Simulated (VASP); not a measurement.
Wanted: the native input for a VASP 6.6.1 run.

| Property | Result |
| --- | --- |
| Task | single point |
| Functional | PBE |
| Dispersion | D3(BJ) |
| Potentials or basis | VASP PAW PBE potentials, release 64 (O, C) |
| Cutoff | 520 eV |
| k mesh | 1 × 1 × 1 |
| Occupations | fermi-dirac, width 0.02 eV |
| Spin | collinear spin |
| Starting moments | [1.0, 1.0, 1.0, 1.0, 1.0, 1.0, 0.0, 0.0, 0.0, 0.0, 0.0, 0.0, 0.0, 0.0, 0.0] μB |
| Dipole correction | no |
| Further INCAR settings | LREAL = Auto; ALGO = Normal; EDIFF = 1e-06; NBANDS = 59 |

The structure of CO4 lies in POSCAR:

```
CO4
1.0
    7.1977620000      0.0000000000      0.0000000000
    0.0000000000      7.1977620000      0.0000000000
    0.0000000000      0.0000000000      7.1977620000
O C
12 3
Direct
    0.3364101230      0.3998048282      0.4409565084
    0.3729770448      0.5100752150      0.3212665270
   -0.1620642639      0.6016731312      0.5341243570
   -0.2050915271      0.7462319538      0.6089114922
    0.8020548609      0.1662739057      0.3172513901
    0.7104430516      0.2457430518      0.1994508849
    0.8088903190      0.0875966724      0.8488888630
    0.6499381335      0.3388692207      0.7212936466
    0.3772005798      0.7415916225      0.8633100122
    0.1196205154      0.5501849047      0.9159930545
    0.2377266712     -0.0003056506      0.4338987591
    0.2106349168      0.1278175077      0.7321581347
    0.7251976378      0.2143027235      0.7896621200
    0.2429921967      0.6429220638      0.8831078327
    0.2244725513      0.0604215588      0.5839176122
```

The input as run:

INCAR

```
SYSTEM = CO4
PREC = Accurate
ENCUT = 520
EDIFF = 1E-6
ISMEAR = -1
SIGMA = 0.02
LREAL = Auto
LASPH = .True.
NELM = 150
ALGO = Normal
ISIF = 2
LWAVE = .False.
LCHARG = .True.
ISPIN = 2
MAGMOM = 1 1 1 1 1 1 0 0 0 0 0 0 0 0 0
LORBIT = 11
GGA = PE
IVDW = 12
LELF = .True.
LVHAR = .True.
NBANDS = 59
```

KPOINTS

```
regular mesh
0
Gamma
  1 1 1
  0 0 0
```

Potentials or basis: VASP PAW PBE potentials, release 64 (O, C).

Run with:

```console
$ cat potpaw_PBE.64/O/POTCAR potpaw_PBE.64/C/POTCAR > POTCAR
$ mpirun -np 1 vasp_gam > vasp.out
```

It gave:

```yaml
Pressure: 1.6 GPa
Largest_force: 6.577 eV/Å
Band_gap_on_the_k_mesh: 1.97 eV
Net_moment: 6.00 μB per cell
Site_moments: O +0.80, +0.81, +0.00; C +0.00, -0.00 μB
Valence_electrons_inside_the_program's_atomic_spheres: O 4.94, 4.93, 4.92, 4.91, 5.14, 5.17, 5.09, 5.20, 5.15; C 2.78, 2.76, 2.75
Dispersion_energy_per_atom: -0.035 eV
```

Caveat: the k points lie up to 0.87 Å⁻¹ apart; the standard files for N, O and F lose accuracy on very short bonds.

It took 80 s on 1 thread of Intel(R) Xeon(R) Platinum 8375C CPU @ 2.90GHz (Ice Lake), with other jobs on the host, peak memory 0.47 GiB.
